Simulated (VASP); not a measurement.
# Ge (Fd-3m) in VASP: single point with PBE

Aim: the single point of Ge with PBE.

All numbers are computed with VASP 6.6.1; they aren't measurements. Logs are shortened: lines on timing, memory, paths and dates and some standing lists are left out, and cuts for length are marked.

## 1. The cell of the first run

The structure is cubic, space group Fd-3m (No. 227). Conventional cell: a = 5.732 Å, b = 5.732 Å, c = 5.732 Å, α = 90.00°, β = 90.00°, γ = 90.00°. Within 3.3 Å of Ge (site symmetry -43m) lie 4 Ge at 2.48 Å.

## 2. Single point, PBE (volume scaled by 1.04)

INCAR reads:

```
SYSTEM = Ge
PREC = Accurate ; ENCUT = 520
EDIFF = 1E-6 ; ISMEAR = 0
SIGMA = 0.02 ; LREAL = .FALSE.
LASPH = .TRUE. ; NELM = 80
ALGO = Normal ; ISIF = 2
LWAVE = .FALSE. ; LCHARG = .TRUE.
GGA = PE ; LELF = .TRUE.
LVHAR = .TRUE. ; NBANDS = 21
```

KPOINTS reads:

```
regular mesh
0
G
  12 12 12
  0 0 0
```

POSCAR reads:

```
Ge
1.0
    0.0000000000      2.8662279534      2.8662279534
    2.8662279534      0.0000000000      2.8662279534
    2.8662279534      2.8662279534      0.0000000000
Ge
2
Direct
    0.0000000000      0.0000000000      0.0000000000
    0.2500000000      0.2500000000      0.2500000000
```

Potentials or basis: VASP PAW PBE potentials, release 64 (Ge_d).

On the command line:

```sh
cat potpaw_PBE.64/Ge_d/POTCAR > POTCAR
mpirun -np 1 vasp_std > vasp.out
```

OUTCAR:

```text
SYSTEM = Ge
   PREC = Accurate
   ENCUT = 520
   EDIFF = 1E-6
   ISMEAR = 0
   LREAL = .FALSE.
   LASPH = .TRUE.
   NELM = 80
   ISIF = 2
   GGA = PE

 ion  position               nearest neighbor table
   1  0.000  0.000  0.000-   2 2.48   2 2.48   2 2.48   2 2.48
   2  0.250  0.250  0.250-   1 2.48   1 2.48   1 2.48   1 2.48

  LATTYP: Found a face centered cubic cell.
 ALAT       =     5.7324559068

  Lattice vectors:

 A1 = (   0.0000000000,   2.8662279534,   2.8662279534)
 A2 = (   2.8662279534,   0.0000000000,   2.8662279534)
 A3 = (   2.8662279534,   2.8662279534,   0.0000000000)

Analysis of symmetry for initial positions (statically):
=====================================================================
 Subroutine PRICEL returns:
 Original cell was already a primitive cell.

 Routine SETGRP: Setting up the symmetry group for a
 face centered cubic supercell.

 Subroutine GETGRP returns: Found 48 space group operations
 (whereof 24 operations were pure point group operations)
 out of a pool of 48 trial point group operations.

The static configuration has the point symmetry T_d .
 The point group associated with its full space group is O_h .

Analysis of symmetry for dynamics (positions and initial velocities):
=====================================================================
 Subroutine PRICEL returns:
 Original cell was already a primitive cell.

 Routine SETGRP: Setting up the symmetry group for a
 face centered cubic supercell.

 Subroutine GETGRP returns: Found 48 space group operations
 (whereof 24 operations were pure point group operations)
 out of a pool of 48 trial point group operations.

The dynamic configuration has the point symmetry T_d .
 The point group associated with its full space group is O_h .

 Subroutine INISYM returns: Found 48 space group operations
 (whereof 24 operations are pure point group operations),
 and found     1 'primitive' translations

----------------------------------------------------------------------------------------

                                     Primitive cell

  volume of cell :      47.0936

  direct lattice vectors                    reciprocal lattice vectors
     0.000000000  2.866227953  2.866227953    -0.174445302  0.174445302  0.174445302
     2.866227953  0.000000000  2.866227953     0.174445302 -0.174445302  0.174445302
     2.866227953  2.866227953  0.000000000     0.174445302  0.174445302 -0.174445302

  length of vectors
     4.053458445  4.053458445  4.053458445     0.302148126  0.302148126  0.302148126

  position of ions in fractional coordinates (direct lattice)
     0.000000000  0.000000000  0.000000000
     0.250000000  0.250000000  0.250000000

  ion indices of the primitive-cell ions
   primitive index   ion index
                 1           1
                 2           2

----------------------------------------------------------------------------------------

 KPOINTS: regular mesh

Automatic generation of k-mesh.
 Grid dimensions read from file:
 generate k-points for:   12   12   12

 Generating k-lattice:

  Cartesian coordinates                     Fractional coordinates (reciprocal lattice)
    -0.014537108  0.014537108  0.014537108     0.083333333  0.000000000  0.000000000
     0.014537108 -0.014537108  0.014537108     0.000000000  0.083333333  0.000000000
     0.014537108  0.014537108 -0.014537108     0.000000000  0.000000000  0.083333333

  Length of vectors
     0.025179010  0.025179010  0.025179010

  Shift w.r.t. Gamma in fractional coordinates (k-lattice)
     0.000000000  0.000000000  0.000000000

 Subroutine IBZKPT returns following result:
 ===========================================

 Found     72 irreducible k-points:

 Following reciprocal coordinates:
            Coordinates               Weight
  0.000000  0.000000  0.000000      1.000000
  0.083333  0.000000  0.000000      8.000000
  0.166667  0.000000  0.000000      8.000000
  0.250000  0.000000  0.000000      8.000000
  0.333333  0.000000  0.000000      8.000000
  0.416667  0.000000  0.000000      8.000000
[... 16 lines left out ...]
  0.500000  0.166667  0.000000     24.000000
 -0.416667  0.166667  0.000000     24.000000
 [... further k-points ...]
   k-points           NKPTS =     72   k-points in BZ     NKDIM =     72   number of bands    NBANDS=     21
   number of dos      NEDOS =    301   number of ions     NIONS =      2
   total plane-waves  NPLWV =  27000
   dimension x,y,z NGX =    30 NGY =   30 NGZ =   30
   dimension x,y,z NGXF=    60 NGYF=   60 NGZF=   60
   ions per type =               2
   NGX,Y,Z   is equivalent  to a cutoff of  12.30, 12.30, 12.30 a.u.
   NGXF,Y,Z  is equivalent  to a cutoff of  24.61, 24.61, 24.61 a.u.
 SYSTEM =  Ge
   PREC   = accura    normal or accurate (medium, high low for compatibility)
   ISTART =      0    job   : 0-new  1-cont  2-samecut
   ICHARG =      2    charge: 1-file 2-atom 10-const
   ISPIN  =      1    spin polarized calculation?
   LNONCOLLINEAR =      F non collinear calculations
   LSORBIT =      F    spin-orbit coupling
   LASPH  =      T    aspherical Exc in radial PAW
   ENCUT  =  520.0 eV  38.22 Ry    6.18 a.u.   7.54  7.54  7.54*2*pi/ulx,y,z
   NELM   =     80;   NELMIN=  2; NELMDL= -5     # of ELM steps
   EDIFF  = 0.1E-05   stopping-criterion for ELM
   LREAL  =      F    real-space projection
   EDIFFG = 0.1E-04   stopping-criterion for IOM
   NSW    =      0    number of steps for IOM
   IBRION =     -1    ionic relax: 0-MD 1-quasi-New 2-CG
   NFREE  =      0    steps in history (QN), initial steepest desc. (CG)
   ISIF   =      2    stress and relaxation
   ISYM   =      2    0-nonsym 1-usesym 2-fastsym
   POTIM  = 0.5000    time-step for ionic-motion
   TEBEG  =    0.0;   TEEND  =   0.0 temperature during run
   PSTRESS=    0.0 pullay stress
   NELECT =      28.0000    total number of electrons
   NUPDOWN=      -1.0000    fix difference up-down
   EMIN   =  10.00;   EMAX   =-10.00  energy-range for DOS
   EFERMI =   0.00;   METHOD = LEGACY
   ISMEAR =     0;   SIGMA  =   0.02  broadening in eV -4-tet -1-fermi 0-gaus
   EFERMI_NEDOS =   21; number of points for ismear=-14 and -15
   IALGO  =     38    algorithm
   IMIX   =      4    mixing-type and parameters
     AMIX     =   0.40;   BMIX     =  1.00
     AMIX_MAG =   1.60;   BMIX_MAG =  1.00
  volume/ion in A,a.u.               =      23.55       158.90
  Fermi-wavevector in a.u.,A,eV,Ry     =   1.376597  2.601391 25.783299  1.895019
  Thomas-Fermi vector in A             =   2.501827
   LORBIT       =      0    0 simple, 1 ext, 2 COOP (PROOUT), +10 PAW based schemes
   GGA     = PE    functional components
   LHFCALC =     F    Hartree Fock is set to
   AEXX    =    0.0000 exact exchange contribution
   IVDW    =     0    specifies the selected vdW correction
   LEPSILON=     F    determine dielectric tensor
   LRPA    =     F    only Hartree local field effects (RPA)
 non-spin polarized calculation
 Gauss-broadening in eV      SIGMA  =   0.02
  energy-cutoff  :      520.00
  volume of cell :       47.09
 maximum number of plane-waves:      1303
   NGX = 15   NGY = 15   NGZ = 15

 number of electron      27.9999990 magnetization

 Free energy of the ion-electron system (eV)
  ---------------------------------------------------
  ext. energy  EPLUGINS =         0.00000000
  ---------------------------------------------------
  free energy    TOTEN  =        -9.03400347 eV

  energy without entropy =       -9.03398561  energy(sigma->0) =       -9.03399454

 E-fermi :   4.6227     XC(G=0):  -9.7395

 val. band max:        4.6166148347   @ k =   0.0000   0.0000   0.0000
 cond. band min:       4.6842378921   @ k =   0.5000   0.0000   0.0000
 fundamental gap:      0.0676230573
 Fermi energy:         4.6227025962

 k-point     1 :       0.0000    0.0000    0.0000
  band No.  band energies     occupation
      1     -20.1468      2.00000
      2     -20.1468      2.00000
      3     -20.1468      2.00000
      4     -20.1136      2.00000
      5     -20.1136      2.00000
      6     -19.9234      2.00000
[... 13 lines left out ...]
     20      13.9948      0.00000
     21      13.9948      0.00000

 k-point     2 :       0.0833    0.0000    0.0000
  band No.  band energies     occupation
      1     -20.1506      2.00000
      2     -20.1506      2.00000
      3     -20.1458      2.00000
      4     -20.1085      2.00000
      5     -20.1085      2.00000
      6     -19.9300      2.00000
[... 13 lines left out ...]
     20      13.4559      0.00000
     21      13.4559      0.00000

 k-point     3 :       0.1667    0.0000    0.0000
  band No.  band energies     occupation
      1     -20.1575      2.00000
      2     -20.1575      2.00000
      3     -20.1429      2.00000
      4     -20.0981      2.00000
      5     -20.0981      2.00000
      6     -19.9396      2.00000
[... 13 lines left out ...]
     20      12.9156      0.00000
     21      12.9156      0.00000

 k-point     4 :       0.2500    0.0000    0.0000
  band No.  band energies     occupation
      1     -20.1632      2.00000
      2     -20.1632      2.00000
      3     -20.1389      2.00000
      4     -20.0881      2.00000
      5     -20.0881      2.00000
      6     -19.9476      2.00000
[... 13 lines left out ...]
     20      12.8883      0.00000
     21      12.8883      0.00000

 k-point     5 :       0.3333    0.0000    0.0000
  band No.  band energies     occupation
      1     -20.1668      2.00000
      2     -20.1668      2.00000
      3     -20.1348      2.00000
      4     -20.0808      2.00000
      5     -20.0808      2.00000
      6     -19.9528      2.00000
[... 13 lines left out ...]
     20      13.4949      0.00000
     21      13.4949      0.00000
[... 382 lines left out ...]
     20      14.1998      0.00000
     21      14.7719      0.00000

 k-point    22 :       0.4167    0.1667    0.0000
  band No.  band energies     occupation
      1     -20.1802      2.00000
      2     -20.1691      2.00000
      3     -20.1252      2.00000
      4     -20.0719      2.00000
      5     -20.0534      2.00000
      6     -19.9941      2.00000
[... 13 lines left out ...]
     20      14.5386      0.00000
     21      15.6040      0.00000

 k-point    23 :       0.5000    0.1667    0.0000
  band No.  band energies     occupation
      1     -20.1839      2.00000
      2     -20.1722      2.00000
      3     -20.1155      2.00000
      4     -20.0640      2.00000
      5     -20.0565      2.00000
      6     -19.9880      2.00000
[... 13 lines left out ...]
     20      15.3782      0.00000
     21      15.6614      0.00000

 k-point    24 :      -0.4167    0.1667    0.0000
  band No.  band energies     occupation
      1     -20.1841      2.00000
      2     -20.1744      2.00000
      3     -20.1104      2.00000
      4     -20.0647      2.00000
      5     -20.0583      2.00000
      6     -19.9759      2.00000
[... 13 lines left out ...]
     20      14.1637      0.00000
     21      14.7906      0.00000

 [... further k-points ...]

------------------------ aborting loop because EDIFF is reached ----------------------------------------

  FORCE on cell =-STRESS in cart. coord.  units (eV):
  Direction    XX          YY          ZZ          XY          YZ          ZX
  --------------------------------------------------------------------------------------
  -------------------------------------------------------------------------------------
  Total        0.2444184      0.2444184      0.2444184      0.0000000      0.0000000      0.0000000
  in kB        8.3153835      8.3153835      8.3153835      0.0000000      0.0000000      0.0000000
  external PRESSURE =       8.3153835 kB  Pullay stress =       0.0000000 kB

 VOLUME and BASIS-vectors are now :
 -----------------------------------------------------------------------------
  energy-cutoff  :      520.00
  volume of cell :       47.09
      direct lattice vectors                 reciprocal lattice vectors
     0.000000000  2.866227953  2.866227953    -0.174445302  0.174445302  0.174445302
     2.866227953  0.000000000  2.866227953     0.174445302 -0.174445302  0.174445302
     2.866227953  2.866227953  0.000000000     0.174445302  0.174445302 -0.174445302

 POSITION                                       TOTAL-FORCE (eV/Angst)
 -----------------------------------------------------------------------------------
      0.00000      0.00000      0.00000         0.000000     -0.000000      0.000000
      1.43311      1.43311      1.43311        -0.000000      0.000000     -0.000000
 -----------------------------------------------------------------------------------
    total drift:                                0.000000     -0.000000      0.000000

  FREE ENERGIE OF THE ION-ELECTRON SYSTEM (eV)
  ---------------------------------------------------
  free  energy   TOTEN  =        -9.0340034654 eV

  energy  without entropy=       -9.0339856088  energy(sigma->0) =       -9.03399454
```

Wall time 70 s (1 thread of AMD EPYC 7R43 (Zen 3), shared host); peak memory 0.16 GiB.

Results:

| Quantity | Value |
| --- | --- |
| Free energy | -9.0340 eV |
| Pressure | 0.8 GPa |
| Band gap on the k mesh | zero (filled and empty bands touch) |
